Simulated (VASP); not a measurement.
# Te2Mo in VASP: notebook

The runs below take Te2Mo through single point, with r2SCAN.

Everything below comes from runs of VASP 6.6.1. Logs are shortened: lines on timing, memory, paths and dates and some standing lists are left out, and cuts for length are marked.

## 1. The cell of the first run

The cell holds a slab with vacuum, 3 atoms: a = 3.845 Å, b = 3.845 Å, c = 16.122 Å, α = 90.00°, β = 90.00°, γ = 120.00°.

## 2. Single point, r2SCAN (strain +0.080 along x and y, -0.080 along z)

The input, POSCAR:

```
Te2Mo
1.0
    3.8450514391      0.0000000000      0.0000000000
   -1.9225257196      3.3299122251      0.0000000000
    0.0000000000      0.0000000000     16.1221331944
Te Mo
2 1
Direct
    0.3333333333      0.6666666667      0.8978554500
    0.3333333333      0.6666666667      0.1021445500
    0.0000000000      0.0000000000      0.0000000000
```

The input, INCAR.step1:

```
SYSTEM = Te2Mo
PREC = Accurate
ENCUT = 520
ISMEAR = 0
SIGMA = 0.05
LREAL = .FALSE.
LASPH = .TRUE.
NELM = 60
NBANDS = 20
GGA = PE
ALGO = Normal
EDIFF = 1E-4
LWAVE = .TRUE.
LCHARG = .FALSE.
```

The input, INCAR.step2:

```
SYSTEM = Te2Mo
PREC = Accurate
ENCUT = 520
EDIFF = 1E-6
ISMEAR = 0
SIGMA = 0.05
LREAL = .FALSE.
LASPH = .TRUE.
NELM = 60
ALGO = Normal
ISIF = 2
LWAVE = .FALSE.
LCHARG = .FALSE.
METAGGA = R2SCAN
LMIXTAU = .TRUE.
NBANDS = 20
ISTART = 1
```

The input, KPOINTS:

```
regular mesh
0
G
  12 12 2
  0 0 0
```

Potentials or basis: VASP PAW PBE potentials, release 64 (Te, Mo_sv).

Command:

```bash
$ cat potpaw_PBE.64/Te/POTCAR potpaw_PBE.64/Mo_sv/POTCAR > POTCAR
$ cp INCAR.step1 INCAR
$ mpirun -np 1 vasp_std > vasp.out
$ cp INCAR.step2 INCAR
$ mpirun -np 1 vasp_std > vasp.out
```

OUTCAR:

```text
SYSTEM = Te2Mo
   PREC = Accurate
   ENCUT = 520
   EDIFF = 1E-6
   ISMEAR = 0
   LREAL = .FALSE.
   LASPH = .TRUE.
   NELM = 60
   ISIF = 2
   METAGGA = R2SCAN
   ISTART = 1

 ion  position               nearest neighbor table
   1  0.333  0.667  0.898-   3 2.76   3 2.76   3 2.76   2 3.29
   2  0.333  0.667  0.102-   3 2.76   3 2.76   3 2.76   1 3.29
   3  0.000  0.000  0.000-   1 2.76   2 2.76   1 2.76   2 2.76   1 2.76   2 2.76

  LATTYP: Found a hexagonal cell.
 ALAT       =     3.8450514391
 C/A-ratio  =     4.1929564402

  Lattice vectors:

 A1 = (   3.8450514391,   0.0000000000,   0.0000000000)
 A2 = (  -1.9225257196,   3.3299122251,   0.0000000000)
 A3 = (   0.0000000000,   0.0000000000,  16.1221331944)

Analysis of symmetry for initial positions (statically):
=====================================================================
 Subroutine PRICEL returns:
 Original cell was already a primitive cell.

 Routine SETGRP: Setting up the symmetry group for a
 hexagonal supercell.

 Subroutine GETGRP returns: Found 12 space group operations
 (whereof 12 operations were pure point group operations)
 out of a pool of 24 trial point group operations.

The static configuration has the point symmetry D_3h.

Analysis of symmetry for dynamics (positions and initial velocities):
=====================================================================
 Subroutine PRICEL returns:
 Original cell was already a primitive cell.

 Routine SETGRP: Setting up the symmetry group for a
 hexagonal supercell.

 Subroutine GETGRP returns: Found 12 space group operations
 (whereof 12 operations were pure point group operations)
 out of a pool of 24 trial point group operations.

The dynamic configuration has the point symmetry D_3h.

 Subroutine INISYM returns: Found 12 space group operations
 (whereof 12 operations are pure point group operations),
 and found     1 'primitive' translations

----------------------------------------------------------------------------------------

                                     Primitive cell

  volume of cell :     206.4227

  direct lattice vectors                    reciprocal lattice vectors
     3.845051439  0.000000000  0.000000000     0.260074544  0.150154108  0.000000000
    -1.922525720  3.329912225  0.000000000     0.000000000  0.300308216  0.000000000
     0.000000000  0.000000000 16.122133194     0.000000000  0.000000000  0.062026531

  length of vectors
     3.845051439  3.845051439 16.122133194     0.300308216  0.300308216  0.062026531

  position of ions in fractional coordinates (direct lattice)
     0.333333333  0.666666667  0.897855450
     0.333333333  0.666666667  0.102144550
     0.000000000  0.000000000  0.000000000

  ion indices of the primitive-cell ions
   primitive index   ion index
                 1           1
                 2           2
                 3           3

----------------------------------------------------------------------------------------

 KPOINTS: regular mesh

Automatic generation of k-mesh.
 Grid dimensions read from file:
 generate k-points for:   12   12    2

 Generating k-lattice:

  Cartesian coordinates                     Fractional coordinates (reciprocal lattice)
     0.021672879  0.012512842  0.000000000     0.083333333  0.000000000  0.000000000
     0.000000000  0.025025685  0.000000000     0.000000000  0.083333333  0.000000000
     0.000000000  0.000000000  0.031013266     0.000000000  0.000000000  0.500000000

  Length of vectors
     0.025025685  0.025025685  0.031013266

  Shift w.r.t. Gamma in fractional coordinates (k-lattice)
     0.000000000  0.000000000  0.000000000

 Subroutine IBZKPT returns following result:
 ===========================================

 Found     38 irreducible k-points:

 Following reciprocal coordinates:
            Coordinates               Weight
  0.000000  0.000000  0.000000      1.000000
  0.083333  0.000000  0.000000      6.000000
  0.166667 -0.000000  0.000000      6.000000
  0.250000  0.000000  0.000000      6.000000
  0.333333  0.000000  0.000000      6.000000
  0.416667  0.000000  0.000000      6.000000
[... 16 lines left out ...]
  0.250000  0.000000  0.500000      6.000000
  0.333333  0.000000  0.500000      6.000000
 [... further k-points ...]
   k-points           NKPTS =     38   k-points in BZ     NKDIM =     38   number of bands    NBANDS=     20
   number of dos      NEDOS =    301   number of ions     NIONS =      3
   total plane-waves  NPLWV = 108000
   dimension x,y,z NGX =    30 NGY =   30 NGZ =  120
   dimension x,y,z NGXF=    60 NGYF=   60 NGZF=  240
   ions per type =               2   1
   NGX,Y,Z   is equivalent  to a cutoff of  12.97, 12.97, 12.37 a.u.
   NGXF,Y,Z  is equivalent  to a cutoff of  25.94, 25.94, 24.75 a.u.
 SYSTEM =  Te2Mo
   PREC   = accura    normal or accurate (medium, high low for compatibility)
   ISTART =      1    job   : 0-new  1-cont  2-samecut
   ICHARG =      0    charge: 1-file 2-atom 10-const
   ISPIN  =      1    spin polarized calculation?
   LNONCOLLINEAR =      F non collinear calculations
   LSORBIT =      F    spin-orbit coupling
   LASPH  =      T    aspherical Exc in radial PAW
   ENCUT  =  520.0 eV  38.22 Ry    6.18 a.u.   7.15  7.15 29.98*2*pi/ulx,y,z
   NELM   =     60;   NELMIN=  2; NELMDL=  0     # of ELM steps
   EDIFF  = 0.1E-05   stopping-criterion for ELM
   LREAL  =      F    real-space projection
[... 7 lines left out ...]
   TEBEG  =    0.0;   TEEND  =   0.0 temperature during run
   PSTRESS=    0.0 pullay stress
   NELECT =      26.0000    total number of electrons
   NUPDOWN=      -1.0000    fix difference up-down
   EMIN   =  10.00;   EMAX   =-10.00  energy-range for DOS
   EFERMI =   0.00;   METHOD = LEGACY
   ISMEAR =     0;   SIGMA  =   0.05  broadening in eV -4-tet -1-fermi 0-gaus
   EFERMI_NEDOS =   21; number of points for ismear=-14 and -15
   IALGO  =     38    algorithm
   IMIX   =      4    mixing-type and parameters
     AMIX     =   0.40;   BMIX     =  1.00
     AMIX_MAG =   1.60;   BMIX_MAG =  1.00
  volume/ion in A,a.u.               =      68.81       464.34
  Fermi-wavevector in a.u.,A,eV,Ry     =   0.820629  1.550764  9.162595  0.673432
  Thomas-Fermi vector in A             =   1.931645
   LORBIT       =      0    0 simple, 1 ext, 2 COOP (PROOUT), +10 PAW based schemes
   METAGGA = R2SCAN    functional components
   LHFCALC =     F    Hartree Fock is set to
   AEXX    =    0.0000 exact exchange contribution
   IVDW    =     0    specifies the selected vdW correction
   LEPSILON=     F    determine dielectric tensor
   LRPA    =     F    only Hartree local field effects (RPA)
 non-spin polarized calculation
 Gauss-broadening in eV      SIGMA  =   0.05
  energy-cutoff  :      520.00
  volume of cell :      206.42
 maximum number of plane-waves:      5616
 NGX is ok and might be reduce to    30
   NGX = 15   NGY = 15   NGZ = 59

 number of electron      26.0000000 magnetization

 Free energy of the ion-electron system (eV)
  ---------------------------------------------------
  ext. energy  EPLUGINS =         0.00000000
  ---------------------------------------------------
  free energy    TOTEN  =       -77.31447916 eV

  energy without entropy =      -77.31409082  energy(sigma->0) =      -77.31428499

 E-fermi :  -0.2195     XC(G=0):  -4.7031

 val. band max:       -0.2430633621   @ k =   0.0000   0.0000   0.5000
 cond. band min:      -0.1801474523   @ k =   0.3333   0.3333   0.5000
 fundamental gap:      0.0629159098
 Fermi energy:        -0.2194974434

 k-point     1 :       0.0000    0.0000    0.0000
  band No.  band energies     occupation
      1     -63.3430      2.00000
      2     -36.7472      2.00000
      3     -36.7472      2.00000
      4     -36.6152      2.00000
      5     -13.1994      2.00000
      6     -11.7326      2.00000
[... 12 lines left out ...]
     19       4.8498      0.00000
     20       5.2677      0.00000

 k-point     2 :       0.0833    0.0000    0.0000
  band No.  band energies     occupation
      1     -63.3427      2.00000
      2     -36.7510      2.00000
      3     -36.7481      2.00000
      4     -36.6143      2.00000
      5     -13.1293      2.00000
      6     -11.6924      2.00000
[... 12 lines left out ...]
     19       5.1057      0.00000
     20       5.3672      0.00000

 k-point     3 :       0.1667   -0.0000    0.0000
  band No.  band energies     occupation
      1     -63.3421      2.00000
      2     -36.7615      2.00000
      3     -36.7504      2.00000
      4     -36.6119      2.00000
      5     -12.9292      2.00000
      6     -11.5781      2.00000
[... 12 lines left out ...]
     19       5.6392      0.00000
     20       5.7741      0.00000

 k-point     4 :       0.2500    0.0000    0.0000
  band No.  band energies     occupation
      1     -63.3413      2.00000
      2     -36.7758      2.00000
      3     -36.7537      2.00000
      4     -36.6085      2.00000
      5     -12.6315      2.00000
      6     -11.4095      2.00000
[... 12 lines left out ...]
     19       6.0400      0.00000
     20       6.0463      0.00000

 k-point     5 :       0.3333    0.0000    0.0000
  band No.  band energies     occupation
      1     -63.3405      2.00000
      2     -36.7900      2.00000
      3     -36.7569      2.00000
      4     -36.6052      2.00000
      5     -12.2972      2.00000
      6     -11.2234      2.00000
[... 12 lines left out ...]
     19       5.9453      0.00000
     20       6.2983      0.00000
[... 353 lines left out ...]
      6     -11.6924      2.00000
[... 12 lines left out ...]
     19       4.8547      0.00000
     20       5.2880      0.00000

 k-point    22 :       0.1667   -0.0000    0.5000
  band No.  band energies     occupation
      1     -63.3421      2.00000
      2     -36.7615      2.00000
      3     -36.7504      2.00000
      4     -36.6119      2.00000
      5     -12.9292      2.00000
      6     -11.5781      2.00000
[... 12 lines left out ...]
     19       5.1516      0.00000
     20       5.8747      0.00000

 k-point    23 :       0.2500    0.0000    0.5000
  band No.  band energies     occupation
      1     -63.3413      2.00000
      2     -36.7758      2.00000
      3     -36.7537      2.00000
      4     -36.6085      2.00000
      5     -12.6315      2.00000
      6     -11.4095      2.00000
[... 12 lines left out ...]
     19       5.5815      0.00000
     20       6.1654      0.00000

 k-point    24 :       0.3333    0.0000    0.5000
  band No.  band energies     occupation
      1     -63.3405      2.00000
      2     -36.7900      2.00000
      3     -36.7569      2.00000
      4     -36.6052      2.00000
      5     -12.2972      2.00000
      6     -11.2234      2.00000
[... 12 lines left out ...]
     19       6.0626      0.00000
     20       6.1109      0.00000

 [... further k-points ...]

------------------------ aborting loop because EDIFF is reached ----------------------------------------

  FORCE on cell =-STRESS in cart. coord.  units (eV):
  Direction    XX          YY          ZZ          XY          YZ          ZX
  --------------------------------------------------------------------------------------
  -------------------------------------------------------------------------------------
  Total       -4.3439259     -4.3439259      2.7388401      0.0000000      0.0000000      0.0000000
  in kB      -33.7159614    -33.7159614     21.2578734      0.0000000      0.0000000      0.0000000
  external PRESSURE =     -15.3913498 kB  Pullay stress =       0.0000000 kB

 VOLUME and BASIS-vectors are now :
 -----------------------------------------------------------------------------
  energy-cutoff  :      520.00
  volume of cell :      206.42
      direct lattice vectors                 reciprocal lattice vectors
     3.845051439  0.000000000  0.000000000     0.260074544  0.150154108  0.000000000
    -1.922525720  3.329912225  0.000000000     0.000000000  0.300308216  0.000000000
     0.000000000  0.000000000 16.122133194     0.000000000  0.000000000  0.062026531

 POSITION                                       TOTAL-FORCE (eV/Angst)
 -----------------------------------------------------------------------------------
     -0.00000      2.21994     14.47535        -0.000000      0.000000     -0.834361
     -0.00000      2.21994      1.64679        -0.000000      0.000000      0.834361
      0.00000      0.00000      0.00000         0.000000      0.000000      0.000000
 -----------------------------------------------------------------------------------
    total drift:                                0.000001     -0.000000     -0.000000

  FREE ENERGIE OF THE ION-ELECTRON SYSTEM (eV)
  ---------------------------------------------------
  free  energy   TOTEN  =       -77.3144791624 eV

  energy  without entropy=      -77.3140908205  energy(sigma->0) =      -77.31428499
```

Run time: 25 min. Hardware: 1 thread of AMD EPYC 7R13, shared host; peak memory 0.43 GiB.

Results:

```
Free energy            : -77.3145 eV
Largest force          : 0.834 eV/Å
Band gap on the k mesh : 0.06 eV (least direct gap 0.64 eV)
```

Forces in eV/Å, atoms in the order of the input:
```
Te   0.000  0.000 -0.834
Te   0.000  0.000  0.834
Mo   0.000  0.000  0.000
```

Caveat: the cell differs from its parent crystal (strain +0.080 along x and y, -0.080 along z); the PAW data sets were made with another functional, which shifts forces and pressure a little; spin-orbit coupling is left out, which moves the levels of the heavy elements.

[end of part 1 of 2]
